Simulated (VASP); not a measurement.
# RbBr (Fm-3m) in VASP: notebook

The runs below take RbBr through single point, relaxation of cell and atoms, with PBEsol.

Everything below comes from runs of VASP 6.6.1. Logs are shortened: lines on timing, memory, paths and dates and some standing lists are left out, and cuts for length are marked.

## Step 1: The cell of the first run

The structure is cubic, space group Fm-3m (No. 225). The conventional cell has a = 6.850 Å, b = 6.850 Å, c = 6.850 Å, α = 90.00°, β = 90.00°, γ = 90.00°. Within 4.5 Å of Rb (site symmetry m-3m) lie 6 Br at 3.42 Å. Br (site symmetry m-3m) has 6 Rb at 3.42 Å within 4.5 Å.

## Step 2: Single point, PBEsol

INCAR reads:

```
ALGO = Normal
EDIFF = 1E-6
ENCUT = 520
GGA = PS
ISIF = 2
ISMEAR = -1
LASPH = T
LCHARG = F
LREAL = F
LWAVE = F
NBANDS = 15
NELM = 60
PREC = Accurate
SIGMA = 0.08
```

KPOINTS reads:

```
k-points
0
Gamma
  8 8 8
```

POSCAR reads:

```
RbBr
1.0
    0.0000000000      3.4249234702      3.4249234702
    3.4249234702      0.0000000000      3.4249234702
    3.4249234702      3.4249234702      0.0000000000
Rb Br
1 1
Direct
    0.0000000000      0.0000000000      0.0000000000
    0.5000000000      0.5000000000      0.5000000000
```

Potentials or basis: VASP PAW PBE potentials, release 64 (Rb_sv, Br).

On the command line:

```console
$ cat potpaw_PBE.64/Rb_sv/POTCAR potpaw_PBE.64/Br/POTCAR > POTCAR
$ mpirun -np 1 vasp_std > vasp.out
```

OUTCAR:

```text
EDIFF = 1E-6
   ENCUT = 520
   GGA = PS
   ISIF = 2
   ISMEAR = -1
   LASPH = T
   LREAL = F
   NELM = 60
   PREC = Accurate

 ion  position               nearest neighbor table
   1  0.000  0.000  0.000-   2 3.42   2 3.42   2 3.42   2 3.42   2 3.42   2 3.42
   2  0.500  0.500  0.500-   1 3.42   1 3.42   1 3.42   1 3.42   1 3.42   1 3.42

  LATTYP: Found a face centered cubic cell.
 ALAT       =     6.8498469404

  Lattice vectors:

 A1 = (   0.0000000000,   3.4249234702,   3.4249234702)
 A2 = (   3.4249234702,   0.0000000000,   3.4249234702)
 A3 = (   3.4249234702,   3.4249234702,   0.0000000000)

Analysis of symmetry for initial positions (statically):
=====================================================================
 Subroutine PRICEL returns:
 Original cell was already a primitive cell.

 Routine SETGRP: Setting up the symmetry group for a
 face centered cubic supercell.

 Subroutine GETGRP returns: Found 48 space group operations
 (whereof 48 operations were pure point group operations)
 out of a pool of 48 trial point group operations.

The static configuration has the point symmetry O_h .

Analysis of symmetry for dynamics (positions and initial velocities):
=====================================================================
 Subroutine PRICEL returns:
 Original cell was already a primitive cell.

 Routine SETGRP: Setting up the symmetry group for a
 face centered cubic supercell.

 Subroutine GETGRP returns: Found 48 space group operations
 (whereof 48 operations were pure point group operations)
 out of a pool of 48 trial point group operations.

The dynamic configuration has the point symmetry O_h .

 Subroutine INISYM returns: Found 48 space group operations
 (whereof 48 operations are pure point group operations),
 and found     1 'primitive' translations

----------------------------------------------------------------------------------------

                                     Primitive cell

  volume of cell :      80.3494

  direct lattice vectors                    reciprocal lattice vectors
     0.000000000  3.424923470  3.424923470    -0.145988663  0.145988663  0.145988663
     3.424923470  0.000000000  3.424923470     0.145988663 -0.145988663  0.145988663
     3.424923470  3.424923470  0.000000000     0.145988663  0.145988663 -0.145988663

  length of vectors
     4.843573222  4.843573222  4.843573222     0.252859783  0.252859783  0.252859783

  position of ions in fractional coordinates (direct lattice)
     0.000000000  0.000000000  0.000000000
     0.500000000  0.500000000  0.500000000

  ion indices of the primitive-cell ions
   primitive index   ion index
                 1           1
                 2           2

----------------------------------------------------------------------------------------

 KPOINTS: k-points

Automatic generation of k-mesh.
 Grid dimensions read from file:
 generate k-points for:    8    8    8

 Generating k-lattice:

  Cartesian coordinates                     Fractional coordinates (reciprocal lattice)
    -0.018248583  0.018248583  0.018248583     0.125000000  0.000000000  0.000000000
     0.018248583 -0.018248583  0.018248583     0.000000000  0.125000000  0.000000000
     0.018248583  0.018248583 -0.018248583     0.000000000  0.000000000  0.125000000

  Length of vectors
     0.031607473  0.031607473  0.031607473

  Shift w.r.t. Gamma in fractional coordinates (k-lattice)
     0.000000000  0.000000000  0.000000000

 Subroutine IBZKPT returns following result:
 ===========================================

 Found     29 irreducible k-points:

 Following reciprocal coordinates:
            Coordinates               Weight
  0.000000  0.000000  0.000000      1.000000
  0.125000  0.000000  0.000000      8.000000
  0.250000  0.000000  0.000000      8.000000
  0.375000  0.000000  0.000000      8.000000
  0.500000  0.000000  0.000000      4.000000
  0.125000  0.125000  0.000000      6.000000
[... 16 lines left out ...]
  0.500000  0.250000  0.125000     48.000000
 -0.375000  0.250000  0.125000     24.000000
 [... further k-points ...]
   k-points           NKPTS =     29   k-points in BZ     NKDIM =     29   number of bands    NBANDS=     15
   number of dos      NEDOS =    301   number of ions     NIONS =      2
   total plane-waves  NPLWV =  46656
   dimension x,y,z NGX =    36 NGY =   36 NGZ =   36
   dimension x,y,z NGXF=    72 NGYF=   72 NGZF=   72
   ions per type =               1   1
   NGX,Y,Z   is equivalent  to a cutoff of  12.36, 12.36, 12.36 a.u.
   NGXF,Y,Z  is equivalent  to a cutoff of  24.71, 24.71, 24.71 a.u.
 SYSTEM =  unknown system
   PREC   = accura    normal or accurate (medium, high low for compatibility)
   ISTART =      0    job   : 0-new  1-cont  2-samecut
   ICHARG =      2    charge: 1-file 2-atom 10-const
   ISPIN  =      1    spin polarized calculation?
   LNONCOLLINEAR =      F non collinear calculations
   LSORBIT =      F    spin-orbit coupling
   LASPH  =      T    aspherical Exc in radial PAW
   ENCUT  =  520.0 eV  38.22 Ry    6.18 a.u.   9.01  9.01  9.01*2*pi/ulx,y,z
   NELM   =     60;   NELMIN=  2; NELMDL= -5     # of ELM steps
   EDIFF  = 0.1E-05   stopping-criterion for ELM
   LREAL  =      F    real-space projection
   EDIFFG = 0.1E-04   stopping-criterion for IOM
   NSW    =      0    number of steps for IOM
   IBRION =     -1    ionic relax: 0-MD 1-quasi-New 2-CG
   NFREE  =      0    steps in history (QN), initial steepest desc. (CG)
   ISIF   =      2    stress and relaxation
   ISYM   =      2    0-nonsym 1-usesym 2-fastsym
   POTIM  = 0.5000    time-step for ionic-motion
   TEBEG  =    0.0;   TEEND  =   0.0 temperature during run
   PSTRESS=    0.0 pullay stress
   NELECT =      16.0000    total number of electrons
   NUPDOWN=      -1.0000    fix difference up-down
   EMIN   =  10.00;   EMAX   =-10.00  energy-range for DOS
   EFERMI =   0.00;   METHOD = LEGACY
   ISMEAR =    -1;   SIGMA  =   0.08  broadening in eV -4-tet -1-fermi 0-gaus
   EFERMI_NEDOS =   21; number of points for ismear=-14 and -15
   IALGO  =     38    algorithm
   IMIX   =      4    mixing-type and parameters
     AMIX     =   0.40;   BMIX     =  1.00
     AMIX_MAG =   1.60;   BMIX_MAG =  1.00
  volume/ion in A,a.u.               =      40.17       271.11
  Fermi-wavevector in a.u.,A,eV,Ry     =   0.955991  1.806562 12.434629  0.913919
  Thomas-Fermi vector in A             =   2.084879
   LORBIT       =      0    0 simple, 1 ext, 2 COOP (PROOUT), +10 PAW based schemes
   GGA     = PS    functional components
   LHFCALC =     F    Hartree Fock is set to
   AEXX    =    0.0000 exact exchange contribution
   IVDW    =     0    specifies the selected vdW correction
   LEPSILON=     F    determine dielectric tensor
   LRPA    =     F    only Hartree local field effects (RPA)
 non-spin polarized calculation
  energy-cutoff  :      520.00
  volume of cell :       80.35
 maximum number of plane-waves:      2200
   NGX = 17   NGY = 17   NGZ = 17

 number of electron      15.9999999 magnetization

 Free energy of the ion-electron system (eV)
  ---------------------------------------------------
  ext. energy  EPLUGINS =         0.00000000
  ---------------------------------------------------
  free energy    TOTEN  =        -6.35539494 eV

  energy without entropy =       -6.35539494  energy(sigma->0) =       -6.35539494

 E-fermi :  -0.0543     XC(G=0):  -7.4129

 val. band max:       -1.8384423999   @ k =   0.0000   0.0000   0.0000
 cond. band min:       2.3772594059   @ k =   0.0000   0.0000   0.0000
 fundamental gap:      4.2157018058
 Fermi energy:        -0.0542900635

 k-point     1 :       0.0000    0.0000    0.0000
  band No.  band energies     occupation
      1     -26.1898      2.00000
      2     -14.0335      2.00000
      3     -10.2775      2.00000
      4     -10.2775      2.00000
      5     -10.2775      2.00000
      6      -1.8384      2.00000
      7      -1.8384      2.00000
      8      -1.8384      2.00000
      9       2.3773      0.00000
     10       5.3621      0.00000
     11       5.3621      0.00000
     12       5.3621      0.00000
     13       6.2545      0.00000
     14       6.2545      0.00000
     15       8.9702      0.00000

 k-point     2 :       0.1250    0.0000    0.0000
  band No.  band energies     occupation
      1     -26.1884      2.00000
      2     -14.0397      2.00000
      3     -10.2787      2.00000
      4     -10.2787      2.00000
      5     -10.2707      2.00000
      6      -2.0317      2.00000
      7      -1.8964      2.00000
      8      -1.8964      2.00000
      9       2.7619      0.00000
     10       5.2570      0.00000
     11       5.5499      0.00000
     12       5.5499      0.00000
     13       6.4897      0.00000
     14       6.4897      0.00000
     15       9.5724      0.00000

 k-point     3 :       0.2500    0.0000    0.0000
  band No.  band energies     occupation
      1     -26.1849      2.00000
      2     -14.0548      2.00000
      3     -10.2815      2.00000
      4     -10.2815      2.00000
      5     -10.2544      2.00000
      6      -2.4198      2.00000
      7      -2.0296      2.00000
      8      -2.0296      2.00000
      9       3.6606      0.00000
     10       5.2102      0.00000
     11       6.0907      0.00000
     12       6.0907      0.00000
     13       7.1334      0.00000
     14       7.1334      0.00000
     15      10.5054      0.00000
[... 343 lines left out ...]
 k-point    23 :       0.5000    0.2500    0.1250
  band No.  band energies     occupation
      1     -26.1797      2.00000
      2     -14.0426      2.00000
      3     -10.3484      2.00000
      4     -10.3139      2.00000
      5     -10.2625      2.00000
      6      -2.6086      2.00000
      7      -2.1826      2.00000
      8      -2.1007      2.00000
      9       4.7457      0.00000
     10       5.0624      0.00000
     11       6.9796      0.00000
     12       7.2483      0.00000
     13       7.6827      0.00000
     14       8.2133      0.00000
     15       9.1290      0.00000

 k-point    24 :      -0.3750    0.2500    0.1250
  band No.  band energies     occupation
      1     -26.1786      2.00000
      2     -14.0417      2.00000
      3     -10.3487      2.00000
      4     -10.3341      2.00000
      5     -10.2588      2.00000
      6      -2.6280      2.00000
      7      -2.2009      2.00000
      8      -2.1792      2.00000
      9       5.0090      0.00000
     10       5.4718      0.00000
     11       6.9482      0.00000
     12       7.0809      0.00000
     13       8.0183      0.00000
     14       8.8398      0.00000
     15       9.0644      0.00000

 [... further k-points ...]
[... 5 lines left out ...]
  --------------------------------------------------------------------------------------
  -------------------------------------------------------------------------------------
  Total       -0.0000653     -0.0000653     -0.0000653      0.0000000      0.0000000     -0.0000000
  in kB       -0.0013019     -0.0013019     -0.0013019      0.0000000      0.0000000     -0.0000000
  external PRESSURE =      -0.0013019 kB  Pullay stress =       0.0000000 kB

 VOLUME and BASIS-vectors are now :
 -----------------------------------------------------------------------------
  energy-cutoff  :      520.00
  volume of cell :       80.35
      direct lattice vectors                 reciprocal lattice vectors
     0.000000000  3.424923470  3.424923470    -0.145988663  0.145988663  0.145988663
     3.424923470  0.000000000  3.424923470     0.145988663 -0.145988663  0.145988663
     3.424923470  3.424923470  0.000000000     0.145988663  0.145988663 -0.145988663

 POSITION                                       TOTAL-FORCE (eV/Angst)
 -----------------------------------------------------------------------------------
      0.00000      0.00000      0.00000         0.000000      0.000000      0.000000
      3.42492      3.42492      3.42492        -0.000000     -0.000000     -0.000000
 -----------------------------------------------------------------------------------
    total drift:                                0.000000      0.000000      0.000000

  FREE ENERGIE OF THE ION-ELECTRON SYSTEM (eV)
  ---------------------------------------------------
  free  energy   TOTEN  =        -6.3553949397 eV

  energy  without entropy=       -6.3553949396  energy(sigma->0) =       -6.35539494
```

Run time: 17 s. Hardware: 1 thread of Intel Xeon 6975P-C (Granite Rapids), shared host; peak memory 0.21 GiB.

Results:

* Free energy: -6.3554 eV
* Pressure: 0.0 GPa
* Band gap on the k mesh: 4.22 eV, direct

Caveat: the PAW data sets were made with another functional, which shifts forces and pressure a little.

[end of part 1 of 2]
